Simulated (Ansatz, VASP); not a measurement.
# CaCu3: VASP beside Ansatz

```
CELL_PARAMETERS angstrom
4.02162 0.00000 0.00000
0.00000 4.02162 0.00000
0.00000 0.00000 4.02162
ATOMIC_POSITIONS crystal
Ca 0.00000 0.00000 0.00000
Cu 0.00000 0.50000 0.50000
Cu 0.50000 0.00000 0.50000
Cu 0.50000 0.50000 0.00000
```

Alike in both runs: task relaxation of cell and atoms; functional PBE; k mesh 12 × 12 × 12; occupations gaussian, width 0.1 eV; no spin polarisation.

```csv
,VASP,Ansatz
version,VASP 6.6.1,Ansatz 0.2.0
potentials or method,"VASP PAW PBE potentials, release 64 (Ca_sv, Cu), cutoff 600 eV","scalar-relativistic, plane waves, PAW"
valence electrons in the cell,43,67
```

VASP gave:

- gap on the k mesh at the Fermi level, each at its own relaxed structure (eV): none
- relaxed volume (Å³/atom): 16.90
- relaxed cell length with the largest relative difference (Å): 4.074

**Question.** Estimate Ansatz's values.

**Answer.** gap on the k mesh at the Fermi level, each at its own relaxed structure (eV): none; relaxed volume (Å³/atom): 16.81; relaxed cell length with the largest relative difference (Å): 4.066.

A gap of «none» marks a metal or a gap that the smearing closes. VASP's potentials hold 43 valence electrons a cell and Ansatz's 67, so a difference there can come from the potentials and not from the codes.
